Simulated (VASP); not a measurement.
# SnO2 (fluorite type) (Fm-3m) in VASP: a series of runs, part 2 of 2

VASP 6.6.1. The steps go on from the part before.

## Step 3: Single point, r2SCAN

This run uses another cell than the first one, of 11.79 Å³/atom.

Contents of POSCAR:

```
SnO2
1.0
    0.0000000000      2.6052814978      2.6052814978
    2.6052814978      0.0000000000      2.6052814978
    2.6052814978      2.6052814978      0.0000000000
Sn O
1 2
Direct
    0.0000000000      0.0000000000      0.0000000000
    0.2500000000      0.2500000000      0.2500000000
    0.7500000000      0.7500000000      0.7500000000
```

Contents of INCAR.step1:

```
ALGO = Normal ; EDIFF = 1E-4
ENCUT = 520 ; GGA = PE
ISMEAR = -1 ; LASPH = T
LCHARG = F ; LREAL = F
LWAVE = T ; NBANDS = 20
NELM = 80 ; PREC = Accurate
SIGMA = 0.1
```

Contents of INCAR.step2:

```
ALGO = Normal ; EDIFF = 1E-6
ENCUT = 520 ; ISIF = 2
ISMEAR = -1 ; ISTART = 1
LASPH = T ; LCHARG = T
LELF = T ; LMIXTAU = T
LREAL = F ; LVHAR = T
LWAVE = F ; METAGGA = R2SCAN
NBANDS = 20 ; NELM = 80
PREC = Accurate ; SIGMA = 0.1
```

Contents of KPOINTS:

```
k-points
0
Gamma
  12 12 12
```

Potentials or basis: VASP PAW PBE potentials, release 64 (Sn_d, O).

Launch:

```
$ cat potpaw_PBE.64/Sn_d/POTCAR potpaw_PBE.64/O/POTCAR > POTCAR
$ cp INCAR.step1 INCAR
$ mpirun -np 1 vasp_std > vasp.out
$ cp INCAR.step2 INCAR
$ mpirun -np 1 vasp_std > vasp.out
```

OUTCAR:

```text
EDIFF = 1E-6
   ENCUT = 520
   ISIF = 2
   ISMEAR = -1
   ISTART = 1
   LASPH = T
   LREAL = F
   METAGGA = R2SCAN
   NELM = 80
   PREC = Accurate

 ion  position               nearest neighbor table
   1  0.000  0.000  0.000-   3 2.26   3 2.26   3 2.26   2 2.26   3 2.26   2 2.26   2 2.26   2 2.26

   2  0.250  0.250  0.250-   1 2.26   1 2.26   1 2.26   1 2.26
   3  0.750  0.750  0.750-   1 2.26   1 2.26   1 2.26   1 2.26
[... 747 lines left out ...]

  FORCE on cell =-STRESS in cart. coord.  units (eV):
  Direction    XX          YY          ZZ          XY          YZ          ZX
  --------------------------------------------------------------------------------------
  -------------------------------------------------------------------------------------
  Total       -3.2145122     -3.2145122     -3.2145122      0.0000000      0.0000000      0.0000000
  in kB     -145.6235797   -145.6235797   -145.6235797      0.0000000      0.0000000      0.0000000
  external PRESSURE =    -145.6235797 kB  Pullay stress =       0.0000000 kB

 VOLUME and BASIS-vectors are now :
 -----------------------------------------------------------------------------
  energy-cutoff  :      520.00
  volume of cell :       35.37
      direct lattice vectors                 reciprocal lattice vectors
     0.000000000  2.605281498  2.605281498    -0.191917841  0.191917841  0.191917841
     2.605281498  0.000000000  2.605281498     0.191917841 -0.191917841  0.191917841
     2.605281498  2.605281498  0.000000000     0.191917841  0.191917841 -0.191917841

 POSITION                                       TOTAL-FORCE (eV/Angst)
 -----------------------------------------------------------------------------------
      0.00000      0.00000      0.00000         0.000000      0.000000      0.000000
      1.30264      1.30264      1.30264        -0.000000     -0.000000     -0.000000
      3.90792      3.90792      3.90792         0.000000      0.000000      0.000000
 -----------------------------------------------------------------------------------
    total drift:                                0.000000     -0.000000      0.000000

  FREE ENERGIE OF THE ION-ELECTRON SYSTEM (eV)
  ---------------------------------------------------
  free  energy   TOTEN  =       -41.3583052085 eV

  energy  without entropy=      -41.3570789787  energy(sigma->0) =      -41.35769209
```

OUTCAR.step1:

```text
EDIFF = 1E-4
   ENCUT = 520
   GGA = PE
   ISMEAR = -1
   LASPH = T
[... 776 lines left out ...]
      0.00000      0.00000      0.00000        -0.000000      0.000000     -0.000000
      1.30264      1.30264      1.30264         0.000000      0.000000      0.000000
      3.90792      3.90792      3.90792        -0.000000     -0.000000     -0.000000
 -----------------------------------------------------------------------------------
    total drift:                                0.000000     -0.000000      0.000000

  FREE ENERGIE OF THE ION-ELECTRON SYSTEM (eV)
  ---------------------------------------------------
  free  energy   TOTEN  =       -17.8951969423 eV

  energy  without entropy=      -17.8911805706  energy(sigma->0) =      -17.89318876
```

OSZICAR.step1:

```text
N       E                     dE             d eps       ncg     rms          rms(c)
DAV:   1     0.246205052218E+03    0.24621E+03   -0.13410E+04  3120   0.201E+03
DAV:   2     0.570195356274E+01   -0.24050E+03   -0.22820E+03  3116   0.504E+02
DAV:   3    -0.202271390220E+02   -0.25929E+02   -0.25483E+02  3284   0.137E+02
DAV:   4    -0.209538724809E+02   -0.72673E+00   -0.72618E+00  3232   0.239E+01
DAV:   5    -0.209704807761E+02   -0.16608E-01   -0.16607E-01  3592   0.376E+00    0.105E+01
DAV:   6    -0.178976865469E+02    0.30728E+01   -0.11570E+01  4432   0.577E+01    0.378E+00
DAV:   7    -0.179098217509E+02   -0.12135E-01   -0.68331E-01  3036   0.611E+00    0.191E+00
DAV:   8    -0.178973720283E+02    0.12450E-01   -0.90662E-02  3220   0.268E+00    0.399E-01
DAV:   9    -0.178945669010E+02    0.28051E-02   -0.14225E-02  4508   0.142E+00    0.871E-02
DAV:  10    -0.178951815035E+02   -0.61460E-03   -0.16265E-03  3120   0.484E-01    0.267E-02
DAV:  11    -0.178951969423E+02   -0.15439E-04   -0.89533E-05  2668   0.164E-01
   1 F= -.17895197E+02 E0= -.17893189E+02  d E =-.401637E-02
```

It took 1.7 min on 1 thread of Intel Xeon Platinum 8488C (Sapphire Rapids), shared host; peak memory 0.19 GiB.

What came out:

- Free energy: -41.3583 eV
- Pressure: -14.6 GPa
- Band gap on the k mesh: 0.01 eV (least direct gap 1.28 eV)

Levels at points of the mesh, in eV from the valence-band top:
| k point | band 9 | band 10 | band 11 | band 12 | band 13 | band 14 | band 15 | band 16 | band 17 | band 18 |
| --- | --- | --- | --- | --- | --- | --- | --- | --- | --- | --- |
| (0.00, 0.00, 0.00) | -2.77 | -2.77 | -1.27 | -1.27 | -1.27 | 0.01 | 7.57 | 7.57 | 7.57 | 13.31 |
| (0.50, 0.00, 0.00) | -3.61 | -3.12 | -3.12 | -1.99 | -1.99 | 4.73 | 8.22 | 10.60 | 10.60 | 15.57 |
| (0.50, 0.50, 0.00) | -5.10 | -5.10 | -0.18 | -0.18 | -0.07 | 3.39 | 7.34 | 10.09 | 12.33 | 12.33 |

Caveat: the cell stands under tension; the smearing spreads over this small gap; semilocal functionals underestimate gaps, and a narrow one can read as zero; the PAW data sets were made with another functional, which shifts forces and pressure a little; spin-orbit coupling is left out, which moves the levels of the heavy elements.
